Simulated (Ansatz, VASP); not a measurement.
**GaAs: VASP beside Ansatz**

```
CELL_PARAMETERS angstrom
0.00000 2.71778 2.92955
2.71778 0.00000 2.92955
2.71778 2.71778 0.00000
ATOMIC_POSITIONS crystal
Ga 0.00000 0.00000 0.00000
As 0.25000 0.25000 0.25000
```

Change from the starting cell: epitaxial_xy strain -4.1%.

Alike in both runs: task single point; functional PBE; k mesh 8 × 8 × 8; occupations fermi-dirac, width 0.02 eV; no spin polarisation.

```csv
,VASP,Ansatz
version,VASP 6.6.1,Ansatz 0.2.0
potentials or method,"VASP PAW PBE potentials, release 64 (Ga_d, As_d)","plane waves, PAW"
plane-wave cutoff (eV),510,420
valence electrons in the cell,28,28
```

|  | VASP | Ansatz | Ansatz less VASP |
| --- | --- | --- | --- |
| pressure (GPa) | 6.7 | 6.8 | +0.06 |
| traceless stress, the component that is largest in VASP (GPa) | -3.45 | -3.45 | -0.002 |
